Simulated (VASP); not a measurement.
**TaN: electric field gradients with PBEsol**

TaN:

```
Ta N
1.0
     2.96709    0.00000    0.00000
    -1.48354    2.56958    0.00000
     0.00000    0.00000    2.91155
Ta N
1 1
Direct
  0.33333 0.66667 0.50000
  0.00000 0.00000 0.00000
```

This cell differs from its parent crystal: volume scaled by 1.03.

```
Program                : VASP 6.6.1
Task                   : electric field gradients
Functional             : PBEsol
Potentials or basis    : VASP PAW PBE potentials, release 64 (Ta_pv, N)
Cutoff                 : 520 eV
k mesh                 : 12 × 12 × 10
Occupations            : fermi-dirac, width 0.02 eV
Spin                   : no spin polarisation
Dipole correction      : no
Further INCAR settings : ALGO = Normal; EDIFF = 1e-08; NBANDS = 15
```

```json
{
  "Pressure": "-13.7 GPa",
  "Band gap on the k mesh": "zero (band 8 reaches 8.17 eV, above the bottom of band 9 at 7.69 eV)"
}
```

Stress tensor (GPa, compression positive):
```
-13.28   0.00   0.00
  0.00 -13.28   0.00
  0.00   0.00 -14.51
```

Levels at points of the mesh, in eV from the Fermi level:
| k point | band 5 | band 6 | band 7 | band 8 | band 9 | band 10 | band 11 | band 12 |
| --- | --- | --- | --- | --- | --- | --- | --- | --- |
| (0.00, 0.00, 0.00) | -4.53 | -4.53 | -4.19 | -2.97 | 1.90 | 3.37 | 3.37 | 3.71 |
| (0.50, 0.00, 0.00) | -8.24 | -5.15 | -3.47 | -3.21 | 2.77 | 3.77 | 4.94 | 4.99 |
| (0.00, 0.00, 0.50) | -9.30 | -3.74 | -3.74 | -0.19 | -0.19 | 2.26 | 3.12 | 3.12 |
| (0.50, 0.00, 0.50) | -7.27 | -6.18 | -5.63 | -0.50 | 3.85 | 5.04 | 5.71 | 6.72 |

Electric field gradients, principal values (V/Å²):
| atom | least | middle | greatest (by size) |
| --- | --- | --- | --- |
| 1 Ta | -11.508 | -11.509 | 23.016 |
| 2 N | -0.407 | -0.409 | 0.816 |

Run time: 48 s on 1 thread of Intel(R) Xeon(R) Platinum 8259CL CPU @ 2.50GHz (Skylake/Cascade Lake), with other jobs on the host, peak memory 0.17 GiB.

Caveat: without QUAD_EFG the Cq values of the log hold for a quadrupole moment of 1 mb, not for the nuclei; the PAW data sets were made with another functional, which shifts forces and pressure a little; spin-orbit coupling is left out, which moves the levels of the heavy elements.
